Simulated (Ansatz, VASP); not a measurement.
# CaF2: VASP beside Ansatz

```xyz
3
Lattice="0.0000 2.6816 2.6816 2.6816 0.0000 2.6816 2.6816 2.6816 0.0000" Properties=species:S:1:pos:R:3 pbc="T T T"
Ca    0.0000    0.0000    0.0000
F     1.3408    1.3408    1.3408
F     4.0223    4.0223    4.0223
```

Alike in both runs: task single point; functional PBEsol; k mesh 6 × 6 × 6; occupations fermi-dirac, width 0.02 eV; no spin polarisation.

|  | VASP | Ansatz |
| --- | --- | --- |
| version | VASP 6.6.1 | Ansatz 0.2.0 |
| potentials or method | VASP PAW PBE potentials, release 64 (Ca_sv, F), cutoff 600 eV | plane waves, PAW |
| valence electrons in the cell | 24 | 24 |

Ansatz gave:

```
pressure (GPa) : 3.0
```

Task: What did VASP give for the same quantities?

Result: Pressure (GPa): 3.4.

VASP's potentials were made for PBE, not for PBEsol.
